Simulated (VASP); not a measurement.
The system is Ni.

```xyz
2
Lattice="2.4829 0.0000 0.0000 -1.2415 2.1503 0.0000 0.0000 0.0000 4.0886" Properties=species:S:1:pos:R:3 pbc="T T T"
Ni    0.0000    1.4335    3.0665
Ni    1.2415    0.7168    1.0222
```

This isn't the form of Ni at room conditions, which is fcc.

Base run:

- Program: VASP 6.6.1
- Functional: PBE
- Potentials or basis: VASP PAW PBE potentials, release 64 (Ni)
- Cutoff: 600 eV
- k mesh: 20 × 20 × 10
- Occupations: gaussian, width 0.05 eV
- Spin: collinear spin, ferromagnetic start
- Starting moments: [0.5, 0.5] μB

Its results: pressure -0.1 GPa; net moment 1.27 μB per cell; site moments Ni +0.65 μB.

Problem. The run is repeated on the same cell with these changes: spin from collinear spin, ferromagnetic start to collinear spin, antiferromagnetic start; moments at the start from [0.5, 0.5] to [0.8, -0.8]. What comes out?

Solution. Pressure -0.7 GPa; net moment 0.00 μB per cell; site moments Ni +0.30, -0.30 μB.
